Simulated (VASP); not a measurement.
# WS2 in VASP: single point with PBEsol

Aim: the single point of WS2 with PBEsol.

All numbers are computed with VASP 6.6.1; they aren't measurements. Logs are shortened: lines on timing, memory, paths and dates and some standing lists are left out, and cuts for length are marked.

**1. The cell of the first run**

The cell holds a slab with vacuum, 12 atoms: a = 3.146 Å, b = 16.953 Å, c = 10.988 Å, α = 82.62°, β = 90.00°, γ = 90.00°.

**2. Single point, PBEsol (the part above a cut slid along it)**

File INCAR:

```
SYSTEM = WS2
  PREC = Accurate
  ENCUT = 520
  EDIFF = 1E-7
  ISMEAR = 0
  SIGMA = 0.05
  LREAL = .FALSE.
  LASPH = .TRUE.
  NELM = 80
  ALGO = Normal
  ISIF = 2
  LWAVE = .FALSE.
  LCHARG = .TRUE.
  GGA = PS
  LELF = .TRUE.
  LVHAR = .TRUE.
  NBANDS = 64
```

File KPOINTS:

```
regular mesh
0
G
  8 2 3
  0 0 0
```

File POSCAR:

```
WS2
1.0
    1.5728881103     -2.7243221217      0.0000000000
    0.0000000000      0.0000000000    -16.9534210371
    9.4373286620      5.4486442434     -1.4122199724
W S
4 8
Direct
    0.5000000000     -0.0694166667      0.8333333333
    0.0000000000     -0.0069416667      0.0833333333
    0.5000000000     -0.0277666667      0.3333333333
    0.0000000000     -0.0485916667      0.5833333333
    0.0000000000      0.0160655181      0.9166666667
    0.5000000000      0.0785405181      0.1666666667
    0.0000000000      0.0577155181      0.4166666667
    0.5000000000      0.0368905181      0.6666666667
    0.0000000000      0.8312178153      0.9166666667
    0.5000000000      0.8936928153      0.1666666667
    0.0000000000      0.8728678153      0.4166666667
    0.5000000000      0.8520428153      0.6666666667
```

Potentials or basis: VASP PAW PBE potentials, release 64 (W_sv, S).

Run with:

```
cat potpaw_PBE.64/W_sv/POTCAR potpaw_PBE.64/S/POTCAR > POTCAR
mpirun -np 1 vasp_std > vasp.out
```

OUTCAR:

```text
SYSTEM = WS2
   PREC = Accurate
   ENCUT = 520
   EDIFF = 1E-7
   ISMEAR = 0
   LREAL = .FALSE.
   LASPH = .TRUE.
   NELM = 80
   ISIF = 2
   GGA = PS

 ion  position               nearest neighbor table
   1  0.500  0.931  0.833-  12 2.40   9 2.40   9 2.40   8 2.40   5 2.40   5 2.40   4 3.15   4 3.15
                             2 3.45   2 3.45
   2  0.000  0.993  0.083-   5 1.82  10 2.40  10 2.40   6 2.40   6 2.40   3 3.15   3 3.15   1 3.45
                             1 3.45
   3  0.500  0.972  0.333-  10 2.40  11 2.40  11 2.40   6 2.40   7 2.40   7 2.40   4 3.15   2 3.15
                             2 3.15   4 3.15
   4  0.000  0.951  0.583-  11 2.40  12 2.40  12 2.40   7 2.40   8 2.40   8 2.40   1 3.15   3 3.15
                             1 3.15   3 3.15
   5  0.000  0.016  0.917-   2 1.82   1 2.40   1 2.40
   6  0.500  0.079  0.167-   3 2.40   2 2.40   2 2.40
   7  0.000  0.058  0.417-   4 2.40   3 2.40   3 2.40
   8  0.500  0.037  0.667-   1 2.40   4 2.40   4 2.40
   9  0.000  0.831  0.917-   1 2.40   1 2.40
  10  0.500  0.894  0.167-   3 2.40   2 2.40   2 2.40
  11  0.000  0.873  0.417-   4 2.40   3 2.40   3 2.40
  12  0.500  0.852  0.667-   1 2.40   4 2.40   4 2.40

  LATTYP: Found a simple monoclinic cell.
 ALAT       =    10.9884148819
 B/A-ratio  =     0.2862811656
 C/A-ratio  =     1.5428450072
 COS(beta)  =    -0.1285189891

  Lattice vectors:

 A1 = (   9.4373286620,   5.4486442434,  -1.4122199724)
 A2 = (  -1.5728881103,   2.7243221217,   0.0000000000)
 A3 = (   0.0000000000,   0.0000000000,  16.9534210371)

Analysis of symmetry for initial positions (statically):
=====================================================================
 Subroutine PRICEL returns:
 Original cell was already a primitive cell.

 Routine SETGRP: Setting up the symmetry group for a
 simple monoclinic supercell.

 Subroutine GETGRP returns: Found  2 space group operations
 (whereof  2 operations were pure point group operations)
 out of a pool of  4 trial point group operations.

The static configuration has the point symmetry C_1h.

Analysis of symmetry for dynamics (positions and initial velocities):
=====================================================================
 Subroutine PRICEL returns:
 Original cell was already a primitive cell.

 Routine SETGRP: Setting up the symmetry group for a
 simple monoclinic supercell.

 Subroutine GETGRP returns: Found  2 space group operations
 (whereof  2 operations were pure point group operations)
 out of a pool of  4 trial point group operations.

The dynamic configuration has the point symmetry C_1h.

 Subroutine INISYM returns: Found  2 space group operations
 (whereof  2 operations are pure point group operations),
 and found     1 'primitive' translations

----------------------------------------------------------------------------------------

                                     Primitive cell

  volume of cell :     581.1706

  direct lattice vectors                    reciprocal lattice vectors
     1.572888110 -2.724322122  0.000000000     0.158943283 -0.275297842  0.000000000
     0.000000000  0.000000000-16.953421037    -0.006619988 -0.003822052 -0.058985145
     9.437328662  5.448644243 -1.412219972     0.079471641  0.045882974  0.000000000

  length of vectors
     3.145776221 16.953421037 10.988414882     0.317886566  0.059478397  0.091765947

  position of ions in fractional coordinates (direct lattice)
     0.500000000  0.930583333  0.833333333
     0.000000000  0.993058333  0.083333333
     0.500000000  0.972233333  0.333333333
     0.000000000  0.951408333  0.583333333
     0.000000000  0.016065518  0.916666667
     0.500000000  0.078540518  0.166666667
     0.000000000  0.057715518  0.416666667
     0.500000000  0.036890518  0.666666667
     0.000000000  0.831217815  0.916666667
     0.500000000  0.893692815  0.166666667
     0.000000000  0.872867815  0.416666667
     0.500000000  0.852042815  0.666666667

  ion indices of the primitive-cell ions
   primitive index   ion index
                 1           1
                 2           2
                 3           3
                 4           4
                 5           5
                 6           6
                 7           7
                 8           8
                 9           9
                10          10
                11          11
                12          12

----------------------------------------------------------------------------------------

 KPOINTS: regular mesh

Automatic generation of k-mesh.
 Grid dimensions read from file:
 generate k-points for:    8    2    3

 Generating k-lattice:

  Cartesian coordinates                     Fractional coordinates (reciprocal lattice)
     0.019867910 -0.034412230  0.000000000     0.125000000  0.000000000  0.000000000
    -0.003309994 -0.001911026 -0.029492573     0.000000000  0.500000000  0.000000000
     0.026490547  0.015294325  0.000000000     0.000000000  0.000000000  0.333333333

  Length of vectors
     0.039735821  0.029739198  0.030588649

  Shift w.r.t. Gamma in fractional coordinates (k-lattice)
     0.000000000  0.000000000  0.000000000

 Subroutine IBZKPT returns following result:
 ===========================================

 Found     20 irreducible k-points:

 Following reciprocal coordinates:
            Coordinates               Weight
  0.000000  0.000000  0.000000      1.000000
  0.125000  0.000000  0.000000      2.000000
  0.250000  0.000000  0.000000      2.000000
  0.375000  0.000000  0.000000      2.000000
  0.500000  0.000000  0.000000      1.000000
  0.000000  0.500000  0.000000      1.000000
[... 12 lines left out ...]
  0.375000  0.500000  0.333333      4.000000
  0.500000  0.500000  0.333333      2.000000
   k-points           NKPTS =     20   k-points in BZ     NKDIM =     20   number of bands    NBANDS=     64
   number of dos      NEDOS =    301   number of ions     NIONS =     12
   total plane-waves  NPLWV = 254016
   dimension x,y,z NGX =    24 NGY =  126 NGZ =   84
   dimension x,y,z NGXF=    48 NGYF=  252 NGZF=  168
   ions per type =               4   8
   NGX,Y,Z   is equivalent  to a cutoff of  12.68, 12.36, 12.71 a.u.
   NGXF,Y,Z  is equivalent  to a cutoff of  25.37, 24.71, 25.42 a.u.
 SYSTEM =  WS2
   PREC   = accura    normal or accurate (medium, high low for compatibility)
   ISTART =      0    job   : 0-new  1-cont  2-samecut
   ICHARG =      2    charge: 1-file 2-atom 10-const
   ISPIN  =      1    spin polarized calculation?
   LNONCOLLINEAR =      F non collinear calculations
   LSORBIT =      F    spin-orbit coupling
   LASPH  =      T    aspherical Exc in radial PAW
   ENCUT  =  520.0 eV  38.22 Ry    6.18 a.u.   5.85 31.52 20.43*2*pi/ulx,y,z
   NELM   =     80;   NELMIN=  2; NELMDL= -5     # of ELM steps
   EDIFF  = 0.1E-06   stopping-criterion for ELM
   LREAL  =      F    real-space projection
   EDIFFG = 0.1E-05   stopping-criterion for IOM
   NSW    =      0    number of steps for IOM
   IBRION =     -1    ionic relax: 0-MD 1-quasi-New 2-CG
   NFREE  =      0    steps in history (QN), initial steepest desc. (CG)
   ISIF   =      2    stress and relaxation
   ISYM   =      2    0-nonsym 1-usesym 2-fastsym
   POTIM  = 0.5000    time-step for ionic-motion
   TEBEG  =    0.0;   TEEND  =   0.0 temperature during run
   PSTRESS=    0.0 pullay stress
   NELECT =     104.0000    total number of electrons
   NUPDOWN=      -1.0000    fix difference up-down
   EMIN   =  10.00;   EMAX   =-10.00  energy-range for DOS
   EFERMI =   0.00;   METHOD = LEGACY
   ISMEAR =     0;   SIGMA  =   0.05  broadening in eV -4-tet -1-fermi 0-gaus
   EFERMI_NEDOS =   21; number of points for ismear=-14 and -15
   IALGO  =     38    algorithm
   IMIX   =      4    mixing-type and parameters
     AMIX     =   0.40;   BMIX     =  1.00
     AMIX_MAG =   1.60;   BMIX_MAG =  1.00
  volume/ion in A,a.u.               =      48.43       326.83
  Fermi-wavevector in a.u.,A,eV,Ry     =   0.922539  1.743346 11.579622  0.851078
  Thomas-Fermi vector in A             =   2.048077
   LORBIT       =      0    0 simple, 1 ext, 2 COOP (PROOUT), +10 PAW based schemes
   GGA     = PS    functional components
   LHFCALC =     F    Hartree Fock is set to
   AEXX    =    0.0000 exact exchange contribution
   IVDW    =     0    specifies the selected vdW correction
   LEPSILON=     F    determine dielectric tensor
   LRPA    =     F    only Hartree local field effects (RPA)
 non-spin polarized calculation
 Gauss-broadening in eV      SIGMA  =   0.05
  energy-cutoff  :      520.00
  volume of cell :      581.17
 maximum number of plane-waves:     15716
 NGX is ok and might be reduce to    24
   NGX = 11   NGY = 63   NGZ = 41

 number of electron     104.0000016 magnetization

 Free energy of the ion-electron system (eV)
  ---------------------------------------------------
  ext. energy  EPLUGINS =         0.00000000
  ---------------------------------------------------
  free energy    TOTEN  =       -94.96055856 eV

  energy without entropy =      -94.96055856  energy(sigma->0) =      -94.96055856

 E-fermi :  -0.5134     XC(G=0):  -4.6238

 val. band max:       -0.7953565657   @ k =   0.3750   0.5000   0.0000
 cond. band min:      -0.1144930187   @ k =   0.2500   0.0000   0.3333
 fundamental gap:      0.6808635470
 Fermi energy:        -0.5134329275

 k-point     1 :       0.0000    0.0000    0.0000
  band No.  band energies     occupation
      1     -75.1969      2.00000
      2     -75.0424      2.00000
      3     -74.8412      2.00000
      4     -74.8195      2.00000
      5     -40.0128      2.00000
      6     -39.6016      2.00000
[... 56 lines left out ...]
     63       2.3814      0.00000
     64       2.5888      0.00000

 k-point     2 :       0.1250    0.0000    0.0000
  band No.  band energies     occupation
      1     -75.1954      2.00000
      2     -75.0410      2.00000
      3     -74.8396      2.00000
      4     -74.8182      2.00000
      5     -40.0068      2.00000
      6     -39.5961      2.00000
[... 56 lines left out ...]
     63       2.3635      0.00000
     64       2.5919      0.00000

 k-point     3 :       0.2500    0.0000    0.0000
  band No.  band energies     occupation
      1     -75.1918      2.00000
      2     -75.0375      2.00000
      3     -74.8357      2.00000
      4     -74.8150      2.00000
      5     -39.9926      2.00000
      6     -39.5840      2.00000
[... 1128 lines left out ...]
     63       2.8035      0.00000
     64       3.1646      0.00000

 k-point    20 :       0.5000    0.5000    0.3333
  band No.  band energies     occupation
      1     -75.1868      2.00000
      2     -75.0325      2.00000
      3     -74.8302      2.00000
      4     -74.8105      2.00000
      5     -39.9738      2.00000
      6     -39.6048      2.00000
[... 56 lines left out ...]
     63       2.8739      0.00000
     64       2.9056      0.00000

------------------------ aborting loop because EDIFF is reached ----------------------------------------

  FORCE on cell =-STRESS in cart. coord.  units (eV):
  Direction    XX          YY          ZZ          XY          YZ          ZX
  --------------------------------------------------------------------------------------
  -------------------------------------------------------------------------------------
  Total       29.6092282      9.2580785     -0.6713258     17.6246126      1.8401301      3.1871994
  in kB       81.6270401     25.5227709     -1.8507183     48.5877224      5.0728905      8.7865057
  external PRESSURE =      35.0996976 kB  Pullay stress =       0.0000000 kB

 VOLUME and BASIS-vectors are now :
 -----------------------------------------------------------------------------
  energy-cutoff  :      520.00
  volume of cell :      581.17
      direct lattice vectors                 reciprocal lattice vectors
     1.572888110 -2.724322122  0.000000000     0.158943283 -0.275297842  0.000000000
     0.000000000  0.000000000-16.953421037    -0.006619988 -0.003822052 -0.058985145
     9.437328662  5.448644243 -1.412219972     0.079471641  0.045882974  0.000000000

 POSITION                                       TOTAL-FORCE (eV/Angst)
 -----------------------------------------------------------------------------------
      8.65088      3.17838    -16.95342        -0.031297     -0.018069      1.118611
      0.78644      0.45405    -16.95342        17.636847     10.182638      1.814820
      3.93222      0.45405    -16.95342         0.690698      0.398775      0.005382
      5.50511      3.17838    -16.95342        -0.188403     -0.108774     -0.245389
      8.65088      4.99459     -1.56690       -17.435298    -10.066274     -1.828960
      2.35933     -0.45405     -1.56690        -0.435706     -0.251555     -0.114153
      3.93222      2.27027     -1.56690         0.024869      0.014358     -0.017371
      7.07800      2.27027     -1.56690        -0.253779     -0.146519     -0.037375
      8.65088      4.99459    -15.38652        -0.060090     -0.034693     -0.633258
      2.35933     -0.45405    -15.38652        -0.034537     -0.019940      0.176939
      3.93222      2.27027    -15.38652        -0.033439     -0.019306     -0.012653
      7.07800      2.27027    -15.38652         0.120136      0.069360     -0.226592
 -----------------------------------------------------------------------------------
    total drift:                               -0.000173     -0.000100     -0.000011

  FREE ENERGIE OF THE ION-ELECTRON SYSTEM (eV)
  ---------------------------------------------------
  free  energy   TOTEN  =       -94.9605585578 eV

  energy  without entropy=      -94.9605585578  energy(sigma->0) =      -94.96055856
```

Run time: 21 min. Hardware: 1 thread of Oxide Virtual Turin-like, shared host; peak memory 0.83 GiB.

Results:

| Property | Result |
| --- | --- |
| Free energy | -94.9606 eV |
| Largest force | 20.446 eV/Å |
| Band gap on the k mesh | 0.68 eV (least direct gap 0.78 eV) |

Forces in eV/Å, atoms in the order of the input:
```
W    -0.031  -0.018   1.119
W    17.637  10.183   1.815
W     0.691   0.399   0.005
W    -0.188  -0.109  -0.245
S   -17.435 -10.066  -1.829
S    -0.436  -0.252  -0.114
S     0.025   0.014  -0.017
S    -0.254  -0.147  -0.037
S    -0.060  -0.035  -0.633
S    -0.035  -0.020   0.177
S    -0.033  -0.019  -0.013
S     0.120   0.069  -0.227
```

Caveat: the cell differs from its parent crystal (the part above a cut slid along it); there is no dipole correction, which matters where the two faces differ; the PAW data sets were made with another functional, which shifts forces and pressure a little; spin-orbit coupling is left out, which moves the levels of the heavy elements.
